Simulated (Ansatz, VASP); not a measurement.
**CoSi in VASP and in Ansatz**

```
CELL_PARAMETERS angstrom
2.80957 0.00000 0.00000
0.00000 2.80957 0.00000
0.00000 0.00000 2.72571
ATOMIC_POSITIONS crystal
Co 0.00000 0.00000 0.00000
Si 0.50000 0.50000 0.50000
```

Change from the starting cell: stretched by -2 % along [0.0, 0.0, 1.0] at fixed volume; collinear moments without spin-orbit coupling, PAW files.

Alike in both runs: task single point; functional PBE; k mesh 12 × 12 × 13; occupations fermi-dirac, width 0.1 eV; collinear spin.

```csv
,VASP,Ansatz
version,VASP 6.6.1,Ansatz 0.2.0
potentials or method,"VASP PAW PBE potentials, release 64 (Co, Si)","PAW with Ansatz's default frozen-core files, scalar-relativistic"
plane-wave cutoff (eV),520,420
valence electrons in the cell,13,21
```

|  | VASP | Ansatz | Ansatz less VASP |
| --- | --- | --- | --- |
| pressure (GPa) | 0.5 | 0.7 | +0.13 |
| traceless stress, the component that is largest in VASP (GPa) | 1.11 | 1.15 | +0.048 |
| net moment per atom (μB) | 0.25 | 0.26 | +0.010 |
| size of the moment on the site where the two differ most (μB) | 0.51 | 0.53 | +0.028 |

Site moments also hang on the region over which each program counts them. VASP's potentials hold 13 valence electrons a cell and Ansatz's 21, so a difference there can come from the potentials and not from the codes.
